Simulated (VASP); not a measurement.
A run of VASP 6.6.1 is set up as follows.

Contents of INCAR:

```
ALGO = Normal
EDIFF = 1E-6
ENCUT = 520
GGA = PE
ISIF = 2
ISMEAR = -5
LASPH = True
LCHARG = False
LDAU = True
LDAUJ = 0.92 0
LDAUL = 2 -1
LDAUPRINT = 1
LDAUTYPE = 1
LDAUU = 4.66 0
LMAXMIX = 4
LREAL = False
LWAVE = False
NBANDS = 26
NELM = 150
PREC = Accurate
SIGMA = 0.1
```

File KPOINTS:

```
k-points
0
Gamma
  7 7 7
```

The input POSCAR:

```
WC
1.0
   -2.9266624720     -0.0014232342     -2.8460529745
    1.4620986790     -2.5324291977      0.0000000000
   -2.9266624720     -0.0014232342      2.8460529745
W C
2 2
Direct
    0.9999095631      0.9999095631      0.9999095631
    0.4999095631      0.9999095631      0.4999095631
    0.9167554369      0.6667554369      0.4167554369
    0.4167554369      0.6667554369      0.9167554369
```

Potentials or basis: VASP PAW PBE potentials, release 64 (W_sv, C).

Command:

```bash
$ cat potpaw_PBE.64/W_sv/POTCAR potpaw_PBE.64/C/POTCAR > POTCAR
$ mpirun -np 1 vasp_std > vasp.out
```

Problem. Predict the largest force.

Solution. 0.017 eV/Å.

Problem. Estimate the band gap on the k mesh.

Solution. Zero (band 18 reaches 11.52 eV, above the bottom of band 19 at 10.74 eV).

Forces on the atoms (eV/Å):
```
W    0.014  0.008  0.000
W    0.014  0.008  0.000
C   -0.014 -0.008  0.000
C   -0.014 -0.008  0.000
```

Caveat: spin-orbit coupling is left out, which moves the levels of the heavy elements; U without spin polarisation on a metal has little footing; the U is typed as a test and isn't derived for this compound; tetrahedron occupations give inexact forces and stress in metals.
